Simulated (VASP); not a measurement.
Input of a VASP 6.6.1 run:

File INCAR:

```
  PREC = Accurate
  ENCUT = 520
  EDIFF = 1E-7
  ISMEAR = 0
  SIGMA = 0.1
  LREAL = F
  LASPH = T
  NELM = 100
  ALGO = Normal
  ISIF = 2
  LWAVE = F
  LCHARG = F
  LDIPOL = T
  IDIPOL = 3
  DIPOL = 0.5 0.5 0.500
  IBRION = 2
  NSW = 70
  EDIFFG = -0.03
```

File KPOINTS:

```
Automatic mesh
0
Gamma
  10 10 1
```

POSCAR

```
Al
1.0
    2.8168432363      0.0000000000      0.0000000000
    0.0000000000      2.8168432363      0.0000000000
    0.0000000000      0.0000000000     17.9836179079
Al
3
Selective dynamics
Direct
    0.5000000000      0.5000000000      0.3892431454  F F F
    0.0000000000      0.0000000000      0.5000000000  T T T
    0.5000000000      0.5000000000      0.6107568546  T T T
```

Potentials or basis: VASP PAW LDA potentials, release 64 (Al).

Launch:

```sh
$ cat potpaw_LDA.64/Al/POTCAR > POTCAR
$ mpirun -np 1 vasp_std > vasp.out
```

Problem. What does it give for the energy gained by relaxing?

Solution. 5.5 meV/atom.

Problem. Estimate the band gap on the k mesh.

Solution. Zero (an odd number of electrons rules out a gap without spin polarisation).

Final structure:
```cif
data_structure
_symmetry_space_group_name_H-M 'P 1'
_symmetry_Int_Tables_number 1
_cell_length_a 2.8168
_cell_length_b 2.8168
_cell_length_c 17.9836
_cell_angle_alpha 90.000
_cell_angle_beta 90.000
_cell_angle_gamma 90.000
_cell_volume 142.69
loop_
_atom_site_label
_atom_site_type_symbol
_atom_site_fract_x
_atom_site_fract_y
_atom_site_fract_z
_atom_site_occupancy
Al1 Al 0.50000 0.50000 0.38924 1
Al2 Al 0.00000 0.00000 0.50304 1
Al3 Al 0.50000 0.50000 0.61696 1
```
